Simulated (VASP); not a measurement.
# Ge (I4_1/amd) in VASP: a series of runs

Ge is run at these levels: PBE+D4, PBEsol; tasks: relaxation of cell and atoms.

Program: VASP 6.6.1. These are calculated values, not measurements. Logs are shortened: lines on timing, memory, paths and dates and some standing lists are left out, and cuts for length are marked.

### 1 The cell of the first run

Symmetry: I4_1/amd, No. 141, tetragonal system. The conventional cell has a = 5.149 Å, b = 5.149 Å, c = 2.795 Å, α = 90.00°, β = 90.00°, γ = 90.00°. Within 3.5 Å of Ge (site symmetry -4m2) lie 10 Ge at 2.67 to 3.32 Å.

### 2 Relaxation of cell and atoms, PBE+D4

File INCAR:

```
SYSTEM = Ge
PREC = Accurate
ENCUT = 600
EDIFF = 1E-6
ISMEAR = -1
SIGMA = 0.05
LREAL = .False.
LASPH = .True.
NELM = 60
ALGO = Normal
ISIF = 3
LWAVE = .False.
LCHARG = .False.
GGA = PE
IVDW = 13
IBRION = 2
NSW = 80
EDIFFG = -0.005
```

File KPOINTS:

```
regular mesh
0
Gamma
  11 11 11
  0 0 0
```

File POSCAR:

```
Ge
1.0
   -2.5744897190      2.5744897190      1.3974126432
    2.5744897190     -2.5744897190      1.3974126432
    2.5744897190      2.5744897190     -1.3974126432
Ge
2
Direct
    0.5000000000      0.5000000000      0.0000000000
    0.2500000000      0.7500000000      0.5000000000
```

Potentials or basis: VASP PAW PBE potentials, release 64 (Ge_d).

Command:

```bash
cat potpaw_PBE.64/Ge_d/POTCAR > POTCAR
mpirun -np 1 vasp_std > vasp.out
```

OUTCAR:

```text
SYSTEM = Ge
   PREC = Accurate
   ENCUT = 600
   EDIFF = 1E-6
   ISMEAR = -1
   LREAL = .False.
   LASPH = .True.
   NELM = 60
   ISIF = 3
   GGA = PE
   IVDW = 13
   IBRION = 2
   NSW = 80
   EDIFFG = -0.005

 ion  position               nearest neighbor table
   1  0.500  0.500  0.000-   2 2.67   2 2.67   2 2.67   2 2.67
   2  0.250  0.750  0.500-   1 2.67   1 2.67   1 2.67   1 2.67

  LATTYP: Found a body centered tetragonal cell.
 ALAT       =     5.1489794380
 C/A-ratio  =     0.5427920853

  Lattice vectors:

 A1 = (  -2.5744897190,   2.5744897190,   1.3974126432)
 A2 = (   2.5744897190,  -2.5744897190,   1.3974126432)
 A3 = (   2.5744897190,   2.5744897190,  -1.3974126432)

Analysis of symmetry for initial positions (statically):
=====================================================================
 Subroutine PRICEL returns:
 Original cell was already a primitive cell.

 Routine SETGRP: Setting up the symmetry group for a
 body centered tetragonal supercell.

 Subroutine GETGRP returns: Found 16 space group operations
 (whereof  8 operations were pure point group operations)
 out of a pool of 16 trial point group operations.

The static configuration has the point symmetry D_2d.
 The point group associated with its full space group is D_4h.

Analysis of symmetry for dynamics (positions and initial velocities):
=====================================================================
 Subroutine PRICEL returns:
 Original cell was already a primitive cell.

 Routine SETGRP: Setting up the symmetry group for a
 body centered tetragonal supercell.

 Subroutine GETGRP returns: Found 16 space group operations
 (whereof  8 operations were pure point group operations)
 out of a pool of 16 trial point group operations.

The dynamic configuration has the point symmetry D_2d.
 The point group associated with its full space group is D_4h.

 Subroutine INISYM returns: Found 16 space group operations
 (whereof  8 operations are pure point group operations),
 and found     1 'primitive' translations

----------------------------------------------------------------------------------------

                                     Primitive cell

  volume of cell :      37.0482

  direct lattice vectors                    reciprocal lattice vectors
    -2.574489719  2.574489719  1.397412643     0.000000000  0.194213244  0.357804119
     2.574489719 -2.574489719  1.397412643     0.194213244  0.000000000  0.357804119
     2.574489719  2.574489719 -1.397412643     0.194213244  0.194213244  0.000000000

  length of vectors
     3.899840602  3.899840602  3.899840602     0.407114937  0.407114937  0.274659004

  position of ions in fractional coordinates (direct lattice)
     0.500000000  0.500000000  0.000000000
     0.250000000  0.750000000  0.500000000

  ion indices of the primitive-cell ions
   primitive index   ion index
                 1           1
                 2           2

----------------------------------------------------------------------------------------

 KPOINTS: regular mesh

Automatic generation of k-mesh.
 Grid dimensions read from file:
 generate k-points for:   11   11   11

 Generating k-lattice:

  Cartesian coordinates                     Fractional coordinates (reciprocal lattice)
     0.000000000  0.017655749  0.032527647     0.090909091 -0.000000000  0.000000000
     0.017655749  0.000000000  0.032527647    -0.000000000  0.090909091  0.000000000
     0.017655749  0.017655749  0.000000000     0.000000000  0.000000000  0.090909091

  Length of vectors
     0.037010449  0.037010449  0.024969000

  Shift w.r.t. Gamma in fractional coordinates (k-lattice)
     0.000000000  0.000000000  0.000000000

 Subroutine IBZKPT returns following result:
 ===========================================

 Found    126 irreducible k-points:

 Following reciprocal coordinates:
            Coordinates               Weight
  0.000000  0.000000  0.000000      1.000000
  0.090909  0.000000 -0.000000      8.000000
  0.181818  0.000000 -0.000000      8.000000
  0.272727  0.000000  0.000000      8.000000
  0.363636  0.000000 -0.000000      8.000000
  0.454545  0.000000 -0.000000      8.000000
[... 16 lines left out ...]
 -0.272727  0.181818  0.000000     16.000000
 -0.181818  0.181818  0.000000      4.000000
 [... further k-points ...]
   k-points           NKPTS =    126   k-points in BZ     NKDIM =    126   number of bands    NBANDS=     18
   number of dos      NEDOS =    301   number of ions     NIONS =      2
   total plane-waves  NPLWV =  32768
   dimension x,y,z NGX =    32 NGY =   32 NGZ =   32
   dimension x,y,z NGXF=    64 NGYF=   64 NGZF=   64
   ions per type =               2
   NGX,Y,Z   is equivalent  to a cutoff of  13.64, 13.64, 13.64 a.u.
   NGXF,Y,Z  is equivalent  to a cutoff of  27.28, 27.28, 27.28 a.u.
 SYSTEM =  Ge
   PREC   = accura    normal or accurate (medium, high low for compatibility)
   ISTART =      0    job   : 0-new  1-cont  2-samecut
   ICHARG =      2    charge: 1-file 2-atom 10-const
   ISPIN  =      1    spin polarized calculation?
   LNONCOLLINEAR =      F non collinear calculations
   LSORBIT =      F    spin-orbit coupling
   LASPH  =      T    aspherical Exc in radial PAW
   ENCUT  =  600.0 eV  44.10 Ry    6.64 a.u.   7.79  7.79  7.79*2*pi/ulx,y,z
   NELM   =     60;   NELMIN=  2; NELMDL= -5     # of ELM steps
   EDIFF  = 0.1E-05   stopping-criterion for ELM
   LREAL  =      F    real-space projection
   EDIFFG = -.5E-02   stopping-criterion for IOM
   NSW    =     80    number of steps for IOM
   IBRION =      2    ionic relax: 0-MD 1-quasi-New 2-CG
   NFREE  =      1    steps in history (QN), initial steepest desc. (CG)
   ISIF   =      3    stress and relaxation
   ISYM   =      2    0-nonsym 1-usesym 2-fastsym
   POTIM  = 0.5000    time-step for ionic-motion
   TEBEG  =    0.0;   TEEND  =   0.0 temperature during run
   PSTRESS=    0.0 pullay stress
   NELECT =      28.0000    total number of electrons
   NUPDOWN=      -1.0000    fix difference up-down
   EMIN   =  10.00;   EMAX   =-10.00  energy-range for DOS
   EFERMI =   0.00;   METHOD = LEGACY
   ISMEAR =    -1;   SIGMA  =   0.05  broadening in eV -4-tet -1-fermi 0-gaus
   EFERMI_NEDOS =   21; number of points for ismear=-14 and -15
   IALGO  =     38    algorithm
   IMIX   =      4    mixing-type and parameters
     AMIX     =   0.40;   BMIX     =  1.00
     AMIX_MAG =   1.60;   BMIX_MAG =  1.00
  volume/ion in A,a.u.               =      18.52       125.01
  Fermi-wavevector in a.u.,A,eV,Ry     =   1.491209  2.817976 30.255333  2.223704
  Thomas-Fermi vector in A             =   2.603893
   LORBIT       =      0    0 simple, 1 ext, 2 COOP (PROOUT), +10 PAW based schemes
   GGA     = PE    functional components
   LHFCALC =     F    Hartree Fock is set to
   AEXX    =    0.0000 exact exchange contribution
   IVDW    =    13    specifies the selected vdW correction
   LEPSILON=     F    determine dielectric tensor
   LRPA    =     F    only Hartree local field effects (RPA)
 conjugate gradient relaxation of ions
 non-spin polarized calculation
  energy-cutoff  :      600.00
  volume of cell :       37.05
 maximum number of plane-waves:      1258
   NGX = 15   NGY = 15   NGZ = 15

--------------------------------------- Ionic step        1  -------------------------------------------

 number of electron      28.0000000 magnetization

 Free energy of the ion-electron system (eV)
  ---------------------------------------------------
  ext. energy  EPLUGINS =         0.00000000
  ---------------------------------------------------
  free energy    TOTEN  =        -8.56485183 eV

  energy without entropy =       -8.55684938  energy(sigma->0) =       -8.56085061

------------------------ aborting loop because EDIFF is reached ----------------------------------------

  DFT-D4 for vdW energy calculation

  Edisp (eV):   -0.78146

  FORCE on cell =-STRESS in cart. coord.  units (eV):
  Direction    XX          YY          ZZ          XY          YZ          ZX
  --------------------------------------------------------------------------------------
  -------------------------------------------------------------------------------------
  Total       0.01391     0.01391    -0.03604     0.00000     0.00000     0.00000
  in kB       0.60161     0.60161    -1.55860     0.00000     0.00000     0.00000
  external pressure =       -0.12 kB  Pullay stress =        0.00 kB
[... 101 lines left out ...]
  energy  without entropy=       -9.3382332353  energy(sigma->0) =       -9.34228815

--------------------------------------- Ionic step        4  -------------------------------------------

 number of electron      28.0000002 magnetization

 Free energy of the ion-electron system (eV)
  ---------------------------------------------------
  ext. energy  EPLUGINS =         0.00000000
  ---------------------------------------------------
  free energy    TOTEN  =        -8.56522419 eV

  energy without entropy =       -8.55710237  energy(sigma->0) =       -8.56116328

 E-fermi :   6.8209     XC(G=0): -11.3174

 val. band max:        6.8101296182   @ k =  -0.1818  -0.2727   0.1818
 cond. band min:       6.8296487070   @ k =  -0.2727   0.1818   0.0000
 fundamental gap:      0.0195190888
 Fermi energy:         6.8209063963

 k-point     1 :       0.0000    0.0000    0.0000
  band No.  band energies     occupation
      1     -17.9581      2.00000
      2     -17.9170      2.00000
      3     -17.8850      2.00000
      4     -17.8830      2.00000
      5     -17.7771      2.00000
      6     -17.7771      2.00000
[... 10 lines left out ...]
     17      14.3658      0.00000
     18      15.0064      0.00000
[... 466 lines left out ...]
      2     -17.9196      2.00000
      3     -17.8941      2.00000
      4     -17.8676      2.00000
      5     -17.7851      2.00000
      6     -17.7695      2.00000
[... 10 lines left out ...]
     17      12.7651      0.00000
     18      14.9135      0.00000

 [... further k-points ...]

------------------------ aborting loop because EDIFF is reached ----------------------------------------

  DFT-D4 for vdW energy calculation

  Edisp (eV):   -0.78115

  FORCE on cell =-STRESS in cart. coord.  units (eV):
  Direction    XX          YY          ZZ          XY          YZ          ZX
  --------------------------------------------------------------------------------------
  -------------------------------------------------------------------------------------
  Total      -0.00451    -0.00451     0.00485     0.00000     0.00000     0.00000
  in kB      -0.19475    -0.19475     0.20962     0.00000     0.00000     0.00000
  external pressure =       -0.06 kB  Pullay stress =        0.00 kB
[... 17 lines left out ...]
  FREE ENERGIE OF THE ION-ELECTRON SYSTEM (eV)
  ---------------------------------------------------
  free  energy   TOTEN  =        -9.3463726900 eV

  energy  without entropy=       -9.3382508722  energy(sigma->0) =       -9.34231178

 reached required accuracy - stopping structural energy minimisation
```

It took 67 s on 1 thread of Intel Xeon 6975P-C (Granite Rapids), shared host; peak memory 0.23 GiB.

Results:

| Item | Value |
| --- | --- |
| Free energy | -9.3464 eV |
| Relaxed volume | 18.53 Å³/atom |
| Relaxed cell | a = 3.903 Å, b = 3.903 Å, c = 3.903 Å, α = 97.34°, β = 97.34°, γ = 138.13° |
| Space group after relaxing (to 0.05 Å) | I4_1/amd (No. 141) |
| Energy gained by relaxing | 0.0 meV/atom |
| Ionic steps | 4 |
| Pressure after relaxing | 0.0 GPa |
| Band gap on the k mesh | zero (band 14 reaches 8.49 eV, above the bottom of band 15 at 3.83 eV) |
| Dispersion energy per atom | -0.391 eV |

Final structure:
```xyz
2
Lattice="-2.5776 2.5776 1.3946 2.5776 -2.5776 1.3946 2.5776 2.5776 -1.3946" Properties=species:S:1:pos:R:3 pbc="T T T"
Ge    2.5776    2.5776    0.0000
Ge    2.5776    0.0000    0.6973
```

Caveat: pairwise dispersion overbinds metals, which lowers pressure and volume.

### 3 Relaxation of cell and atoms, PBEsol

File INCAR:

```
SYSTEM = Ge
ALGO     = Normal         ! electronic algorithm
EDIFF    = 1E-7           ! SCF threshold, eV
EDIFFG   = -0.02          ! ionic threshold
ENCUT    = 600            ! plane-wave cutoff, eV
GGA      = PS             ! functional
IBRION   = 2              ! ionic algorithm
ISIF     = 3              ! what is computed and relaxed
ISMEAR   = -1             ! smearing method
LASPH    = .True.         ! aspherical terms in the spheres
LCHARG   = .False.        ! write CHGCAR
LREAL    = .False.        ! projectors in reciprocal space
LWAVE    = .False.        ! write WAVECAR
NELM     = 100            ! most SCF steps
NSW      = 80             ! ionic steps
PREC     = Accurate       ! precision mode
SIGMA    = 0.05           ! smearing width, eV
```

File KPOINTS:

```
k-points
0
Gamma
  11 11 11
  0 0 0
```

POSCAR is that of step 2.

Potentials or basis: VASP PAW PBE potentials, release 64 (Ge_d).

Command:

```bash
cat potpaw_PBE.64/Ge_d/POTCAR > POTCAR
mpirun -np 1 vasp_std > vasp.out
```

Run time: 47 s. Hardware: 1 thread of Intel Xeon 6975P-C (Granite Rapids), shared host; peak memory 0.23 GiB.

It converged, with:

| Property | Result |
| --- | --- |
| Free energy | -9.5418 eV |
| Relaxed volume | 18.35 Å³/atom |
| Relaxed cell | a = 3.889 Å, b = 3.889 Å, c = 3.889 Å, α = 97.36°, β = 97.36°, γ = 138.06° |
| Space group after relaxing (to 0.05 Å) | I4_1/amd (No. 141) |
| Energy gained by relaxing | 0.2 meV/atom |
| Ionic steps | 2 |
| Pressure after relaxing | 0.1 GPa |
| Band gap on the k mesh | zero (band 14 reaches 8.50 eV, above the bottom of band 15 at 3.74 eV) |

Stress tensor (GPa, compression positive):
```
 0.10  0.00  0.00
 0.00  0.10  0.00
 0.00  0.00 -0.01
```

The path:
```tsv
step	energy change (eV)	largest force (eV/Å)	pressure (GPa)	volume (Å³)
1	0.0000	0.0000	-0.55	37.05
2	-0.0005	0.0000	0.07	36.71
```

Final structure:
```cif
data_structure
_symmetry_space_group_name_H-M 'P 1'
_symmetry_Int_Tables_number 1
_cell_length_a 3.8890
_cell_length_b 3.8890
_cell_length_c 3.8890
_cell_angle_alpha 97.359
_cell_angle_beta 97.359
_cell_angle_gamma 138.059
_cell_volume 36.71
loop_
_atom_site_label
_atom_site_type_symbol
_atom_site_fract_x
_atom_site_fract_y
_atom_site_fract_z
_atom_site_occupancy
Ge1 Ge 0.50000 0.50000 0.00000 1
Ge2 Ge 0.25000 0.75000 0.50000 1
```

Levels at points of the mesh, in eV from the Fermi level:
```
           k point  band 12  band 13  band 14  band 15  band 16  band 17
(0.00, 0.00, 0.00)    -4.08    -2.40    -2.40     3.19     7.61     7.61
```

Caveat: the PAW data sets were made with another functional, which shifts forces and pressure a little.
